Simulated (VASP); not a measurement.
# H12C5S2 in VASP: relaxation of the atoms with PBE+D3(BJ)

Aim: the relaxation of the atoms of H12C5S2 with PBE+D3(BJ).

Program: VASP 6.6.1. These are calculated values, not measurements. Logs are shortened: lines on timing, memory, paths and dates and some standing lists are left out, and cuts for length are marked.

## Step 1: The cell of the first run

The cell holds an amorphous packing of atoms, 38 atoms: a = 8.549 Å, b = 8.549 Å, c = 8.549 Å, α = 90.00°, β = 90.00°, γ = 90.00°.

## Step 2: Relaxation of the atoms, PBE+D3(BJ)

INCAR

```
PREC = Accurate
ENCUT = 520
EDIFF = 1E-6
ISMEAR = -1
SIGMA = 0.02
LREAL = Auto
LASPH = T
NELM = 80
ALGO = Normal
ISIF = 2
LWAVE = F
LCHARG = F
GGA = PE
IVDW = 12
IBRION = 2
NSW = 35
EDIFFG = -0.3
```

KPOINTS

```
regular mesh
0
Gamma
  1 1 1
```

POSCAR

```
H12C5S2
1.0
    8.5489680000      0.0000000000      0.0000000000
    0.0000000000      8.5489680000      0.0000000000
    0.0000000000      0.0000000000      8.5489680000
S C H
4 10 24
Direct
    0.5734079000      0.7608846000      0.2961507000
    0.7684219000      0.4980365000      0.1340879000
    0.3496623000      0.9966328000      0.9396980000
    0.6198744000      0.9077152000      0.7106499000
    0.6709149000      0.6294605000      0.2151193000
    0.4847684000      0.9521740000      0.8251740000
    0.9696239000      0.1613571000      0.4852618000
    1.0102048000      0.0989708000      0.3232194000
    0.1517081000      0.4552515000      0.7716817000
    0.0849007000      0.5441252000      0.9110905000
    1.0524247000      0.1459030000      0.9168480000
    0.8989926000      0.1851790000      0.8349176000
    0.5327264000      0.2434632000      0.5680669000
    0.4035390000      0.1282949000      0.5251310000
    0.9369739000      0.2848547000      0.4803858000
    0.8715066000      0.0972010000      0.5362372000
    1.0688442000      0.1505135000      0.5651319000
    1.0428548000     -0.0245269000      0.3280954000
    0.9109845000      0.1098144000      0.2433493000
    1.1083221000      0.1631268000      0.2722440000
    0.0667968000      0.3718326000      0.7250680000
    0.1837714000      0.5350313000      0.6770846000
    0.2564914000      0.3898014000      0.8045183000
    0.1698120000      0.6275441000      0.9577043000
   -0.0198827000      0.6095753000      0.8782540000
    0.0528374000      0.4643454000      1.0056877000
    1.0647495000      0.2115874000      1.0258210000
    1.0589770000      0.0214949000      0.9455043000
    1.1528235000      0.1740940000      0.8429099000
    0.8866677000      0.1194945000      0.7259445000
    0.7985938000      0.1569880000      0.9088557000
    0.8924403000      0.3095870000      0.8062612000
    0.6046130000      0.2722836000      0.4663656000
    0.4841021000      0.3526181000      0.6134803000
    0.6098923000      0.1950180000      0.6577328000
    0.3316523000      0.0994745000      0.6268324000
    0.3263730000      0.1767401000      0.4354651000
    0.4521633000      0.0191400000      0.4797176000
```

Potentials or basis: VASP PAW PBE potentials, release 64 (S, C, H).

Launch:

```console
> cat potpaw_PBE.64/S/POTCAR potpaw_PBE.64/C/POTCAR potpaw_PBE.64/H/POTCAR > POTCAR
> mpirun -np 1 vasp_gam > vasp.out
```

OUTCAR:

```text
PREC = Accurate
   ENCUT = 520
   EDIFF = 1E-6
   ISMEAR = -1
   LREAL = Auto
   LASPH = T
   NELM = 80
   ISIF = 2
   GGA = PE
   IVDW = 12
   IBRION = 2
   NSW = 35
   EDIFFG = -0.3
 IVDW          = 12

 ion  position               nearest neighbor table
   1  0.573  0.761  0.296-   5 1.56
   2  0.768  0.498  0.134-   5 1.56
   3  0.350  0.997  0.940-   6 1.56
   4  0.620  0.908  0.711-   6 1.56
   5  0.671  0.629  0.215-   2 1.56   1 1.56
   6  0.485  0.952  0.825-   4 1.56   3 1.56
   7  0.970  0.161  0.485-  15 1.09  17 1.09  16 1.09   8 1.52
   8  0.010  0.099  0.323-  18 1.09  19 1.09  20 1.09   7 1.52
   9  0.152  0.455  0.772-  21 1.09  22 1.09  23 1.09  10 1.52
  10  0.085  0.544  0.911-  24 1.09  26 1.09  25 1.09   9 1.52
  11  0.052  0.146  0.917-  27 1.09  28 1.09  29 1.09  12 1.52
  12  0.899  0.185  0.835-  32 1.09  30 1.09  31 1.09  11 1.52
  13  0.533  0.243  0.568-  33 1.09  35 1.09  34 1.09  14 1.52
  14  0.404  0.128  0.525-  36 1.09  38 1.09  37 1.09  13 1.52
  15  0.937  0.285  0.480-   7 1.09
  16  0.872  0.097  0.536-   7 1.09
  17  0.069  0.151  0.565-   7 1.09
  18  0.043  0.975  0.328-   8 1.09
  19  0.911  0.110  0.243-   8 1.09
  20  0.108  0.163  0.272-   8 1.09
[... 16 lines left out ...]
  37  0.326  0.177  0.435-  14 1.09
  38  0.452  0.019  0.480-  14 1.09

  LATTYP: Found a simple cubic cell.
 ALAT       =     8.5489680000

  Lattice vectors:

 A1 = (   8.5489680000,   0.0000000000,   0.0000000000)
 A2 = (   0.0000000000,   8.5489680000,   0.0000000000)
 A3 = (   0.0000000000,   0.0000000000,   8.5489680000)

Analysis of symmetry for initial positions (statically):
=====================================================================
 Subroutine PRICEL returns:
 Original cell was already a primitive cell.

 Routine SETGRP: Setting up the symmetry group for a
 simple cubic supercell.

 Subroutine GETGRP returns: Found  1 space group operations
 (whereof  1 operations were pure point group operations)
 out of a pool of 48 trial point group operations.

The static configuration has the point symmetry C_1 .

Analysis of symmetry for dynamics (positions and initial velocities):
=====================================================================
 Subroutine PRICEL returns:
 Original cell was already a primitive cell.

 Routine SETGRP: Setting up the symmetry group for a
 simple cubic supercell.

 Subroutine GETGRP returns: Found  1 space group operations
 (whereof  1 operations were pure point group operations)
 out of a pool of 48 trial point group operations.

The dynamic configuration has the point symmetry C_1 .

 Subroutine INISYM returns: Found  1 space group operations
 (whereof  1 operations are pure point group operations),
 and found     1 'primitive' translations

----------------------------------------------------------------------------------------

                                     Primitive cell

  volume of cell :     624.8001

  direct lattice vectors                    reciprocal lattice vectors
     8.548968000  0.000000000  0.000000000     0.116973183  0.000000000  0.000000000
     0.000000000  8.548968000  0.000000000     0.000000000  0.116973183  0.000000000
     0.000000000  0.000000000  8.548968000     0.000000000  0.000000000  0.116973183

  length of vectors
     8.548968000  8.548968000  8.548968000     0.116973183  0.116973183  0.116973183

  position of ions in fractional coordinates (direct lattice)
     0.573407900  0.760884600  0.296150700
     0.768421900  0.498036500  0.134087900
     0.349662300  0.996632800  0.939698000
     0.619874400  0.907715200  0.710649900
     0.670914900  0.629460500  0.215119300
     0.484768400  0.952174000  0.825174000
[... 30 lines left out ...]
     0.326373000  0.176740100  0.435465100
     0.452163300  0.019140000  0.479717600

  ion indices of the primitive-cell ions
   primitive index   ion index
                 1           1
                 2           2
                 3           3
                 4           4
                 5           5
                 6           6
[... 30 lines left out ...]
                37          37
                38          38

----------------------------------------------------------------------------------------

 KPOINTS: regular mesh

Automatic generation of k-mesh.
 Grid dimensions read from file:
 generate k-points for:    1    1    1

 Generating k-lattice:

  Cartesian coordinates                     Fractional coordinates (reciprocal lattice)
     0.116973183  0.000000000  0.000000000     1.000000000  0.000000000  0.000000000
     0.000000000  0.116973183  0.000000000     0.000000000  1.000000000  0.000000000
     0.000000000  0.000000000  0.116973183     0.000000000  0.000000000  1.000000000

  Length of vectors
     0.116973183  0.116973183  0.116973183

  Shift w.r.t. Gamma in fractional coordinates (k-lattice)
     0.000000000  0.000000000  0.000000000

 Subroutine IBZKPT returns following result:
 ===========================================

 Found      1 irreducible k-points:

 Following reciprocal coordinates:
            Coordinates               Weight
  0.000000  0.000000  0.000000      1.000000
   k-points           NKPTS =      1   k-points in BZ     NKDIM =      1   number of bands    NBANDS=     64
   number of dos      NEDOS =    301   number of ions     NIONS =     38
   total plane-waves  NPLWV = 262144
   dimension x,y,z NGX =    64 NGY =   64 NGZ =   64
   dimension x,y,z NGXF=   128 NGYF=  128 NGZF=  128
   ions per type =               4  10  24
   NGX,Y,Z   is equivalent  to a cutoff of  12.45, 12.45, 12.45 a.u.
   NGXF,Y,Z  is equivalent  to a cutoff of  24.89, 24.89, 24.89 a.u.
 SYSTEM =  unknown system
   PREC   = accura    normal or accurate (medium, high low for compatibility)
   ISTART =      0    job   : 0-new  1-cont  2-samecut
   ICHARG =      2    charge: 1-file 2-atom 10-const
   ISPIN  =      1    spin polarized calculation?
   LNONCOLLINEAR =      F non collinear calculations
   LSORBIT =      F    spin-orbit coupling
   LASPH  =      T    aspherical Exc in radial PAW
   ENCUT  =  520.0 eV  38.22 Ry    6.18 a.u.  15.90 15.90 15.90*2*pi/ulx,y,z
   NELM   =     80;   NELMIN=  2; NELMDL= -5     # of ELM steps
   EDIFF  = 0.1E-05   stopping-criterion for ELM
   LREAL  =      T    real-space projection
   EDIFFG = -.3E+00   stopping-criterion for IOM
   NSW    =     35    number of steps for IOM
   IBRION =      2    ionic relax: 0-MD 1-quasi-New 2-CG
   NFREE  =      1    steps in history (QN), initial steepest desc. (CG)
   ISIF   =      2    stress and relaxation
   ISYM   =      2    0-nonsym 1-usesym 2-fastsym
   POTIM  = 0.5000    time-step for ionic-motion
   TEBEG  =    0.0;   TEEND  =   0.0 temperature during run
   PSTRESS=    0.0 pullay stress
   NELECT =      88.0000    total number of electrons
   NUPDOWN=      -1.0000    fix difference up-down
   EMIN   =  10.00;   EMAX   =-10.00  energy-range for DOS
   EFERMI =   0.00;   METHOD = LEGACY
   ISMEAR =    -1;   SIGMA  =   0.02  broadening in eV -4-tet -1-fermi 0-gaus
   EFERMI_NEDOS =   21; number of points for ismear=-14 and -15
   IALGO  =     38    algorithm
   IMIX   =      4    mixing-type and parameters
     AMIX     =   0.40;   BMIX     =  1.00
     AMIX_MAG =   1.60;   BMIX_MAG =  1.00
  volume/ion in A,a.u.               =      16.44       110.96
  Fermi-wavevector in a.u.,A,eV,Ry     =   0.851769  1.609611  9.871178  0.725511
  Thomas-Fermi vector in A             =   1.967954
   LORBIT       =      0    0 simple, 1 ext, 2 COOP (PROOUT), +10 PAW based schemes
   GGA     = PE    functional components
   LHFCALC =     F    Hartree Fock is set to
   AEXX    =    0.0000 exact exchange contribution
   IVDW    =    12    specifies the selected vdW correction
   LEPSILON=     F    determine dielectric tensor
   LRPA    =     F    only Hartree local field effects (RPA)
 conjugate gradient relaxation of ions
 non-spin polarized calculation
  energy-cutoff  :      520.00
  volume of cell :      624.80
 maximum number of plane-waves:      8416
 NGX is ok and might be reduce to    64
   NGX = 31   NGY = 31   NGZ = 31

--------------------------------------- Ionic step        1  -------------------------------------------

 number of electron      88.0000003 magnetization

 Free energy of the ion-electron system (eV)
  ---------------------------------------------------
  ext. energy  EPLUGINS =         0.00000000
  ---------------------------------------------------
  free energy    TOTEN  =      -194.02405897 eV

  energy without entropy =     -194.02405897  energy(sigma->0) =     -194.02405897

------------------------ aborting loop because EDIFF is reached ----------------------------------------

 Edisp (eV)   -1.68191

 E8    (eV) :    -0.4361

  FORCE on cell =-STRESS in cart. coord.  units (eV):
  Direction    XX          YY          ZZ          XY          YZ          ZX
  --------------------------------------------------------------------------------------
  -------------------------------------------------------------------------------------
  Total       4.18159     3.99105     4.41015    -0.34971    -2.18909     0.32147
  in kB      10.72286    10.23427    11.30897    -0.89677    -5.61348     0.82435
  external pressure =       10.76 kB  Pullay stress =        0.00 kB
[... 205 lines left out ...]
  FREE ENERGIE OF THE ION-ELECTRON SYSTEM (eV)
  ---------------------------------------------------
  free  energy   TOTEN  =      -195.7855147667 eV

  energy  without entropy=     -195.7855147667  energy(sigma->0) =     -195.78551477

[... ionic steps 4 to 21 ...]

--------------------------------------- Ionic step       22  -------------------------------------------

 number of electron      88.0000000 magnetization

------------------------ aborting loop because EDIFF is reached ----------------------------------------

 Edisp (eV)   -1.62311

 E8    (eV) :    -0.4175
[... 141 lines left out ...]
  energy  without entropy=     -196.6593727479  energy(sigma->0) =     -196.65937275

--------------------------------------- Ionic step       24  -------------------------------------------

 number of electron      88.0000001 magnetization

 Free energy of the ion-electron system (eV)
  ---------------------------------------------------
  ext. energy  EPLUGINS =         0.00000000
  ---------------------------------------------------
  free energy    TOTEN  =      -195.05436823 eV

  energy without entropy =     -195.05436823  energy(sigma->0) =     -195.05436823

 E-fermi :  -3.1162     XC(G=0):  -5.7096

 val. band max:       -3.5920588306   @ k =   0.0000   0.0000   0.0000
 cond. band min:      -0.1830861694   @ k =   0.0000   0.0000   0.0000
 fundamental gap:      3.4089726612
 Fermi energy:        -3.1162166760

 k-point     1 :       0.0000    0.0000    0.0000
  band No.  band energies     occupation
      1     -18.3592      2.00000
      2     -18.3058      2.00000
      3     -16.2036      2.00000
      4     -16.1689      2.00000
      5     -15.8133      2.00000
      6     -15.5810      2.00000
[... 48 lines left out ...]
     55       3.6463      0.00000
     56       3.7589      0.00000
 [bands above 56 left out]

------------------------ aborting loop because EDIFF is reached ----------------------------------------

 Edisp (eV)   -1.62232

 E8    (eV) :    -0.4172

  FORCE on cell =-STRESS in cart. coord.  units (eV):
  Direction    XX          YY          ZZ          XY          YZ          ZX
  --------------------------------------------------------------------------------------
  -------------------------------------------------------------------------------------
  Total      -0.49812    -0.47049     0.68874    -0.06237    -0.43403    -0.10499
  in kB      -1.27732    -1.20649     1.76614    -0.15993    -1.11299    -0.26923
  external pressure =       -0.24 kB  Pullay stress =        0.00 kB
[... 53 lines left out ...]
  FREE ENERGIE OF THE ION-ELECTRON SYSTEM (eV)
  ---------------------------------------------------
  free  energy   TOTEN  =      -196.6766892341 eV

  energy  without entropy=     -196.6766892341  energy(sigma->0) =     -196.67668923

 reached required accuracy - stopping structural energy minimisation
```

It took 16 min on 1 thread of Intel Xeon Platinum 8259CL at 2.50GHz (Skylake/Cascade Lake), shared host; peak memory 0.62 GiB.

Results:

* Free energy: -196.6767 eV
* Energy gained by relaxing: 25.5 meV/atom
* Ionic steps: 24
* Pressure after relaxing: 0.0 GPa
* Largest force after relaxing: 0.267 eV/Å
* Band gap on the k mesh: 3.41 eV
* Dispersion energy per atom: -0.043 eV

Forces in eV/Å, atoms in the order of the input:
```
S    0.006  0.031  0.070
S   -0.126  0.081  0.078
S    0.169 -0.087 -0.164
S    0.034 -0.139 -0.026
C    0.089 -0.150 -0.031
C   -0.181  0.106  0.128
C   -0.008 -0.048 -0.043
C   -0.017 -0.097 -0.044
C    0.067  0.086 -0.042
C    0.031 -0.002  0.004
C    0.084 -0.036 -0.100
C   -0.243 -0.082  0.074
C    0.003  0.005  0.023
C    0.010  0.092 -0.075
H   -0.023 -0.066  0.007
H    0.079  0.130 -0.025
H   -0.078  0.012 -0.011
H    0.029 -0.039 -0.063
H    0.024  0.017 -0.003
H   -0.092  0.007  0.192
H    0.155  0.183  0.045
H   -0.087  0.024  0.018
H   -0.036 -0.015  0.002
H    0.009 -0.065 -0.089
H    0.019 -0.003 -0.029
H    0.008  0.086 -0.011
H   -0.118  0.129 -0.094
H    0.041 -0.235  0.059
H    0.148 -0.050 -0.052
H   -0.119  0.062  0.028
H    0.001 -0.080  0.203
H    0.091  0.161 -0.070
H   -0.005 -0.094  0.031
H   -0.005 -0.070  0.039
H   -0.061  0.090 -0.106
H    0.107 -0.013 -0.082
H    0.052 -0.007  0.051
H   -0.056  0.078  0.109
```

Stress tensor (GPa, compression positive):
```
-0.13 -0.02 -0.03
-0.02 -0.12 -0.11
-0.03 -0.11  0.18
```

The path:
| step | energy change (eV) | largest force (eV/Å) | pressure (GPa) |
| --- | --- | --- | --- |
| 1 | 0.0000 | 1.0194 | 1.08 |
| 2 | -0.0575 | 1.3174 | 1.24 |
| 3 | -0.0795 | 0.8844 | 1.17 |
| 4 | -0.1681 | 1.1923 | 1.15 |
| 5 | -0.2313 | 2.6320 | 1.15 |
| 6 | -0.2632 | 2.4255 | 1.11 |
| 7 | -0.3429 | 1.8196 | 0.98 |
| 8 | -0.4322 | 0.8284 | 0.75 |
| 9 | -0.4436 | 1.2016 | 0.65 |
| 10 | -0.4939 | 0.8688 | 0.49 |
| 11 | -0.5823 | 0.6235 | 0.06 |
| 12 | -0.5928 | 1.1115 | -0.14 |
| 13 | -0.6474 | 0.8036 | -0.11 |
| 14 | -0.7137 | 1.6659 | -0.02 |
| 15 | -0.7580 | 1.0540 | 0.07 |
| 16 | -0.8133 | 0.8083 | 0.35 |
| 17 | -0.8416 | 0.4875 | 0.38 |
| 18 | -0.8712 | 0.5115 | 0.45 |
| 19 | -0.8728 | 0.6173 | 0.47 |
| 20 | -0.9094 | 0.4537 | 0.33 |
| 21 | -0.9327 | 1.0506 | 0.09 |
| 22 | -0.9531 | 0.5465 | -0.06 |
| 23 | -0.9534 | 0.4438 | -0.05 |
| 24 | -0.9707 | 0.2667 | -0.02 |

Final structure:
```
S C H
1.0
     8.54897    0.00000    0.00000
     0.00000    8.54897    0.00000
     0.00000    0.00000    8.54897
S C H
4 10 24
Direct
  0.57362 0.76771 0.29618
  0.75103 0.48840 0.14371
  0.40317 0.97022 0.97077
  0.64787 0.83846 0.73533
  0.66226 0.62814 0.22006
  0.52601 0.90353 0.85349
  0.96733 0.15936 0.47345
  0.01398 0.09873 0.31261
  0.16610 0.47419 0.76274
  0.09368 0.55398 0.90558
  0.03545 0.14227 0.92517
  0.87552 0.18188 0.85917
  0.52943 0.25431 0.56045
  0.39934 0.14004 0.51526
  0.93631 0.28431 0.47133
  0.86515 0.09370 0.51630
  0.06292 0.14417 0.55833
  0.04524 0.97420 0.31942
  0.91615 0.10846 0.22963
  0.11477 0.16018 0.26115
  0.08341 0.39187 0.70769
  0.20333 0.55897 0.67328
  0.27112 0.40755 0.79568
  0.17275 0.64042 0.95932
  0.98444 0.61533 0.87632
  0.06541 0.46686 0.99589
  0.06866 0.20768 0.03005
  0.04123 0.01839 0.95560
  0.12502 0.16417 0.83634
  0.85470 0.10995 0.75536
  0.77912 0.15796 0.94037
  0.86371 0.30445 0.82447
  0.60406 0.28383 0.45966
  0.48139 0.36549 0.60405
  0.60494 0.20493 0.65260
  0.32502 0.11049 0.61645
  0.32244 0.19008 0.42500
  0.44743 0.03041 0.46748
```

Caveat: the k points lie up to 0.73 Å⁻¹ apart; the relaxation stopped at a loose force limit of 0.3 eV/Å, so its end isn't a converged minimum.
